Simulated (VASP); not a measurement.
Wanted: the native input for a VASP 6.6.1 run.

| Item | Value |
| --- | --- |
| Task | electric field gradients |
| Functional | PBEsol |
| Potentials or basis | VASP PAW PBE potentials, release 64 (Pb_d, Se) |
| Cutoff | 520 eV |
| k mesh | 9 × 9 × 9 |
| Occupations | fermi-dirac, width 0.01 eV |
| Spin | no spin polarisation |
| Dipole correction | no |
| Further INCAR settings | ALGO = Normal; EDIFF = 1e-08; NBANDS = 17 |

The structure of PbSe lies in POSCAR:

```
PbSe
1.0
    0.0000000000      3.0315285000      3.0621500000
    3.0315285000      0.0000000000      3.0621500000
    3.0315285000      3.0315285000      0.0000000000
Pb Se
1 1
Direct
    0.0000000000      0.0000000000      0.0000000000
    0.5000000000      0.5000000000      0.5000000000
```

This cell differs from its parent crystal: equal xx and yy strain of -1 %.

These files were run (other wordings do the same):

INCAR

```
SYSTEM = PbSe
PREC = Accurate
ENCUT = 520
EDIFF = 1E-8
ISMEAR = -1
SIGMA = 0.01
LREAL = .False.
LASPH = .True.
NELM = 100
ALGO = Normal
ISIF = 2
LWAVE = .False.
LCHARG = .False.
GGA = PS
LEFG = .True.
NBANDS = 17
```

KPOINTS

```
regular mesh
0
Gamma
  9 9 9
  0 0 0
```

Potentials or basis: VASP PAW PBE potentials, release 64 (Pb_d, Se).

Run with:

```bash
$ cat potpaw_PBE.64/Pb_d/POTCAR potpaw_PBE.64/Se/POTCAR > POTCAR
$ mpirun -np 1 vasp_std > vasp.out
```

It gave:

| Property | Result |
| --- | --- |
| Pressure | 0.5 GPa |
| Band gap on the k mesh | 0.63 eV, direct |

Caveat: the cell differs from its parent crystal (equal xx and yy strain of -1 %); without QUAD_EFG the Cq values of the log hold for a quadrupole moment of 1 mb, not for the nuclei; the PAW data sets were made with another functional, which shifts forces and pressure a little; spin-orbit coupling is left out, which moves the levels of the heavy elements.

Wall time 35 s on 1 thread of Intel Xeon 6975P-C (shared host), peak memory 0.22 GiB.
